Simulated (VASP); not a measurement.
# W in VASP: single point with PBE

Aim: the single point of W with PBE.

Everything below comes from runs of VASP 6.6.1. Logs are shortened: lines on timing, memory, paths and dates and some standing lists are left out, and cuts for length are marked.

## 1. The cell of the first run

The cell holds a slab with vacuum, 12 atoms: a = 5.709 Å, b = 5.709 Å, c = 19.445 Å, α = 90.00°, β = 90.00°, γ = 90.00°.

## 2. Single point, PBE

INCAR

```
PREC = Accurate ; ENCUT = 400
EDIFF = 1E-6 ; ISMEAR = 0
SIGMA = 0.1 ; LREAL = False
LASPH = True ; NELM = 120
ALGO = Normal ; ISIF = 2
LWAVE = False ; LCHARG = True
LDIPOL = True ; IDIPOL = 3
DIPOL = 0.5 0.5 0.307 ; GGA = PE
LELF = True ; LVHAR = True
LVACPOTAV = True ; NBANDS = 96
GGA_COMPAT = False ; NELMDL = -8
```

KPOINTS

```
Automatic mesh
0
Gamma
  5 5 1
```

POSCAR

```
W
1.0
    5.7094426444      0.0000000000      0.0000000000
    0.0000000000      5.7094426444      0.0000000000
    0.0000000000      0.0000000000     19.4446428403
W
12
Direct
    0.2500000000      0.2500000000      0.2057121868
    0.2500000000      0.7500000000      0.2057121868
    0.7500000000      0.2500000000      0.2057121868
    0.7500000000      0.7500000000      0.2057121868
    0.0000000000      0.0000000000      0.3071173005
    0.0000000000      0.5000000000      0.3071173005
    0.5000000000      0.0000000000      0.3071173005
    0.5000000000      0.5000000000      0.3071173005
    0.2500000000      0.2500000000      0.4085774630
    0.2500000000      0.7500000000      0.4085774630
    0.7500000000      0.2500000000      0.4085774630
    0.7500000000      0.7500000000      0.4085774630
```

Potentials or basis: VASP PAW PBE potentials, release 64 (W_sv).

Started as:

```bash
$ cat potpaw_PBE.64/W_sv/POTCAR > POTCAR
$ mpirun -np 1 vasp_std > vasp.out
```

OUTCAR:

```text
PREC = Accurate
   ENCUT = 400
   EDIFF = 1E-6
   ISMEAR = 0
   LREAL = False
   LASPH = True
   NELM = 120
   ISIF = 2
   GGA = PE
   NELMDL = -8

 ion  position               nearest neighbor table
   1  0.250  0.250  0.206-   5 2.82   6 2.82   7 2.82   8 2.82   2 2.85   3 2.85   2 2.85   3 2.85

   2  0.250  0.750  0.206-   5 2.82   6 2.82   7 2.82   8 2.82   1 2.85   4 2.85   1 2.85   4 2.85

   3  0.750  0.250  0.206-   5 2.82   6 2.82   7 2.82   8 2.82   1 2.85   4 2.85   4 2.85   1 2.85

   4  0.750  0.750  0.206-   5 2.82   6 2.82   7 2.82   8 2.82   2 2.85   3 2.85   3 2.85   2 2.85

   5  0.000  0.000  0.307-   1 2.82   2 2.82   3 2.82   4 2.82   9 2.82  10 2.82  11 2.82  12 2.82
                             6 2.85   7 2.85   6 2.85   7 2.85
   6  0.000  0.500  0.307-   1 2.82   2 2.82   3 2.82   4 2.82   9 2.82  10 2.82  11 2.82  12 2.82
                             5 2.85   8 2.85   5 2.85   8 2.85
   7  0.500  0.000  0.307-   1 2.82   2 2.82   3 2.82   4 2.82   9 2.82  10 2.82  11 2.82  12 2.82
                             5 2.85   8 2.85   8 2.85   5 2.85
   8  0.500  0.500  0.307-   1 2.82   2 2.82   3 2.82   4 2.82   9 2.82  10 2.82  11 2.82  12 2.82
                             6 2.85   7 2.85   7 2.85   6 2.85
   9  0.250  0.250  0.409-   5 2.82   6 2.82   7 2.82   8 2.82  10 2.85  11 2.85  10 2.85  11 2.85
[... 11 lines left out ...]
  Lattice vectors:

 A1 = (   5.7094426444,   0.0000000000,   0.0000000000)
 A2 = (   0.0000000000,   5.7094426444,   0.0000000000)
 A3 = (   0.0000000000,   0.0000000000,  19.4446428403)

Analysis of symmetry for initial positions (statically):
=====================================================================
 Subroutine PRICEL returns following result:

  LATTYP: Found a simple tetragonal cell.
 ALAT       =     2.8547213222
 C/A-ratio  =     6.8113979074

  Lattice vectors:

 A1 = (   2.8547213222,   0.0000000000,   0.0000000000)
 A2 = (   0.0000000000,   2.8547213222,   0.0000000000)
 A3 = (   0.0000000000,   0.0000000000,  19.4446428403)

   4 primitive cells build up your supercell.

 Routine SETGRP: Setting up the symmetry group for a
 simple tetragonal supercell.

 Subroutine GETGRP returns: Found  8 space group operations
 (whereof  8 operations were pure point group operations)
 out of a pool of 16 trial point group operations.

The static configuration has the point symmetry C_4v.

Analysis of symmetry for dynamics (positions and initial velocities):
=====================================================================
 Subroutine PRICEL returns following result:

  LATTYP: Found a simple tetragonal cell.
 ALAT       =     2.8547213222
 C/A-ratio  =     6.8113979074

  Lattice vectors:

 A1 = (   2.8547213222,   0.0000000000,   0.0000000000)
 A2 = (   0.0000000000,   2.8547213222,   0.0000000000)
 A3 = (   0.0000000000,   0.0000000000,  19.4446428403)

   4 primitive cells build up your supercell.

 Routine SETGRP: Setting up the symmetry group for a
 simple tetragonal supercell.

 Subroutine GETGRP returns: Found  8 space group operations
 (whereof  8 operations were pure point group operations)
 out of a pool of 16 trial point group operations.

The dynamic configuration has the point symmetry C_4v.

 Subroutine INISYM returns: Found  8 space group operations
 (whereof  8 operations are pure point group operations),
 and found     4 'primitive' translations

----------------------------------------------------------------------------------------

                                     Primitive cell

  volume of cell :     158.4628

  direct lattice vectors                    reciprocal lattice vectors
     2.854721322  0.000000000  0.000000000     0.350296890  0.000000000  0.000000000
     0.000000000  2.854721322  0.000000000     0.000000000  0.350296890  0.000000000
     0.000000000  0.000000000 19.444642840     0.000000000  0.000000000  0.051428047

  length of vectors
     2.854721322  2.854721322 19.444642840     0.350296890  0.350296890  0.051428047

  position of ions in fractional coordinates (direct lattice)
     0.500000000  0.500000000  0.205712187
     0.000000000  0.000000000  0.307117301
     0.500000000  0.500000000  0.408577463

  ion indices of the primitive-cell ions
   primitive index   ion index
                 1           1
                 2           5
                 3           9

----------------------------------------------------------------------------------------

 KPOINTS: Automatic mesh

Automatic generation of k-mesh.
 Grid dimensions read from file:
 generate k-points for:    5    5    1

 Generating k-lattice:

  Cartesian coordinates                     Fractional coordinates (reciprocal lattice)
     0.035029689  0.000000000  0.000000000     0.200000000  0.000000000  0.000000000
     0.000000000  0.035029689  0.000000000     0.000000000  0.200000000  0.000000000
     0.000000000  0.000000000  0.051428047     0.000000000  0.000000000  1.000000000

  Length of vectors
     0.035029689  0.035029689  0.051428047

  Shift w.r.t. Gamma in fractional coordinates (k-lattice)
     0.000000000  0.000000000  0.000000000

 Subroutine IBZKPT returns following result:
 ===========================================

 Found      6 irreducible k-points:

 Following reciprocal coordinates:
            Coordinates               Weight
  0.000000  0.000000  0.000000      1.000000
  0.200000  0.000000  0.000000      4.000000
  0.400000  0.000000  0.000000      4.000000
  0.200000  0.200000  0.000000      4.000000
  0.400000  0.200000  0.000000      8.000000
  0.400000  0.400000  0.000000      4.000000
   k-points           NKPTS =      6   k-points in BZ     NKDIM =      6   number of bands    NBANDS=     96
   number of dos      NEDOS =    301   number of ions     NIONS =     12
   total plane-waves  NPLWV = 204800
   dimension x,y,z NGX =    40 NGY =   40 NGZ =  128
   dimension x,y,z NGXF=    80 NGYF=   80 NGZF=  256
   ions per type =              12
   NGX,Y,Z   is equivalent  to a cutoff of  11.65, 11.65, 10.94 a.u.
   NGXF,Y,Z  is equivalent  to a cutoff of  23.29, 23.29, 21.89 a.u.
 SYSTEM =  unknown system
   PREC   = accura    normal or accurate (medium, high low for compatibility)
   ISTART =      0    job   : 0-new  1-cont  2-samecut
   ICHARG =      2    charge: 1-file 2-atom 10-const
   ISPIN  =      1    spin polarized calculation?
   LNONCOLLINEAR =      F non collinear calculations
   LSORBIT =      F    spin-orbit coupling
   LASPH  =      T    aspherical Exc in radial PAW
   ENCUT  =  400.0 eV  29.40 Ry    5.42 a.u.   9.31  9.31 31.71*2*pi/ulx,y,z
   NELM   =    120;   NELMIN=  2; NELMDL= -8     # of ELM steps
   EDIFF  = 0.1E-05   stopping-criterion for ELM
   LREAL  =      F    real-space projection
   EDIFFG = 0.1E-04   stopping-criterion for IOM
   NSW    =      0    number of steps for IOM
   IBRION =     -1    ionic relax: 0-MD 1-quasi-New 2-CG
   NFREE  =      0    steps in history (QN), initial steepest desc. (CG)
   ISIF   =      2    stress and relaxation
   ISYM   =      2    0-nonsym 1-usesym 2-fastsym
   POTIM  = 0.5000    time-step for ionic-motion
   TEBEG  =    0.0;   TEEND  =   0.0 temperature during run
   PSTRESS=    0.0 pullay stress
   NELECT =     168.0000    total number of electrons
   NUPDOWN=      -1.0000    fix difference up-down
   EMIN   =  10.00;   EMAX   =-10.00  energy-range for DOS
   EFERMI =   0.00;   METHOD = LEGACY
   ISMEAR =     0;   SIGMA  =   0.10  broadening in eV -4-tet -1-fermi 0-gaus
   EFERMI_NEDOS =   21; number of points for ismear=-14 and -15
   IALGO  =     38    algorithm
   IMIX   =      4    mixing-type and parameters
     AMIX     =   0.40;   BMIX     =  1.00
     AMIX_MAG =   1.60;   BMIX_MAG =  1.00
  volume/ion in A,a.u.               =      52.82       356.45
  Fermi-wavevector in a.u.,A,eV,Ry     =   1.051596  1.987228 15.046050  1.105853
  Thomas-Fermi vector in A             =   2.186645
   LORBIT       =      0    0 simple, 1 ext, 2 COOP (PROOUT), +10 PAW based schemes
   GGA     = PE    functional components
   LHFCALC =     F    Hartree Fock is set to
   AEXX    =    0.0000 exact exchange contribution
   IVDW    =     0    specifies the selected vdW correction
   LEPSILON=     F    determine dielectric tensor
   LRPA    =     F    only Hartree local field effects (RPA)
 non-spin polarized calculation
 Gauss-broadening in eV      SIGMA  =   0.10
  energy-cutoff  :      400.00
  volume of cell :      633.85
 maximum number of plane-waves:     11539
 NGX is ok and might be reduce to    40
   NGX = 19   NGY = 19   NGZ = 63

 dipolmoment           0.000000      0.000000     -0.000008 electrons x Angstroem

 number of electron     168.0000006 magnetization

 dipolmoment           0.000000      0.000000      0.000388 electrons x Angstroem

 Free energy of the ion-electron system (eV)
  ---------------------------------------------------
  ext. energy  EPLUGINS =         0.00000000
  ---------------------------------------------------
  free energy    TOTEN  =      -136.12254824 eV

  energy without entropy =     -135.99410195  energy(sigma->0) =     -136.05832509

 E-fermi :   0.2699     XC(G=0):  -5.3196

 val. band max:        0.2605445342   @ k =   0.4000   0.0000   0.0000
 cond. band min:       0.2794109009   @ k =   0.4000   0.2000   0.0000
 fundamental gap:      0.0188663667
 Fermi energy:         0.2699447794

 k-point     1 :       0.0000    0.0000    0.0000
  band No.  band energies     occupation
      1     -73.5722      2.00000
      2     -73.5473      2.00000
      3     -73.5133      2.00000
      4     -73.5133      2.00000
      5     -73.5121      2.00000
      6     -73.5121      2.00000
[... 583 lines left out ...]
     95       1.1074      0.00000
     96       1.3063      0.00000

------------------------ aborting loop because EDIFF is reached ----------------------------------------

  FORCE on cell =-STRESS in cart. coord.  units (eV):
  Direction    XX          YY          ZZ          XY          YZ          ZX
  --------------------------------------------------------------------------------------
  -------------------------------------------------------------------------------------
  Total      -27.4559228    -27.4559228      0.3751038      0.0000000      0.0000000      0.0000000
  in kB      -69.3999612    -69.3999612      0.9481449      0.0000000      0.0000000      0.0000000
  external PRESSURE =     -45.9505925 kB  Pullay stress =       0.0000000 kB

 VOLUME and BASIS-vectors are now :
 -----------------------------------------------------------------------------
  energy-cutoff  :      400.00
  volume of cell :      633.85
      direct lattice vectors                 reciprocal lattice vectors
     5.709442644  0.000000000  0.000000000     0.175148445  0.000000000  0.000000000
     0.000000000  5.709442644  0.000000000     0.000000000  0.175148445  0.000000000
     0.000000000  0.000000000 19.444642840     0.000000000  0.000000000  0.051428047

 POSITION                                       TOTAL-FORCE (eV/Angst)
 -----------------------------------------------------------------------------------
      1.42736      1.42736      4.00000        -0.000000      0.000000     -0.037034
      1.42736      4.28208      4.00000        -0.000000     -0.000000     -0.037034
      4.28208      1.42736      4.00000        -0.000000     -0.000000     -0.037034
      4.28208      4.28208      4.00000        -0.000000      0.000000     -0.037034
      0.00000      0.00000      5.97179         0.000000     -0.000000      0.005300
      0.00000      2.85472      5.97179         0.000000      0.000000      0.005300
      2.85472      0.00000      5.97179         0.000000     -0.000000      0.005300
      2.85472      2.85472      5.97179         0.000000      0.000000      0.005300
      1.42736      1.42736      7.94464         0.000000      0.000000      0.031734
      1.42736      4.28208      7.94464         0.000000     -0.000000      0.031734
      4.28208      1.42736      7.94464         0.000000      0.000000      0.031734
      4.28208      4.28208      7.94464         0.000000      0.000000      0.031734
 -----------------------------------------------------------------------------------
    total drift:                                0.000000      0.000000     -0.003640

  FREE ENERGIE OF THE ION-ELECTRON SYSTEM (eV)
  ---------------------------------------------------
  free  energy   TOTEN  =      -136.1225482363 eV

  energy  without entropy=     -135.9941019536  energy(sigma->0) =     -136.05832509

 vacuum level on the upper side and lower side of the slab         4.873         4.871
```

Run time: 12 min. Hardware: 1 thread of Intel Xeon Platinum 8488C (Sapphire Rapids), shared host; peak memory 0.51 GiB.

What came out:

* Free energy: -136.1225 eV
* Largest force: 0.037 eV/Å
* Band gap on the k mesh: zero (bands 84 and 85 overlap by 0.17 eV)

Forces in eV/Å, atoms in the order of the input:
```
W    0.000  0.000 -0.037
W    0.000  0.000 -0.037
W    0.000  0.000 -0.037
W    0.000  0.000 -0.037
W    0.000  0.000  0.005
W    0.000  0.000  0.005
W    0.000  0.000  0.005
W    0.000  0.000  0.005
W    0.000  0.000  0.032
W    0.000  0.000  0.032
W    0.000  0.000  0.032
W    0.000  0.000  0.032
```

Levels at points of the mesh, in eV from the Fermi level:
```
           k point  band 81  band 82  band 83  band 84  band 85  band 86  band 87  band 88
(0.00, 0.00, 0.00)    -0.37    -0.30    -0.30    -0.11    -0.11     0.89     0.89     1.04
```

Caveat: spin-orbit coupling is left out, which moves the levels of the heavy elements.
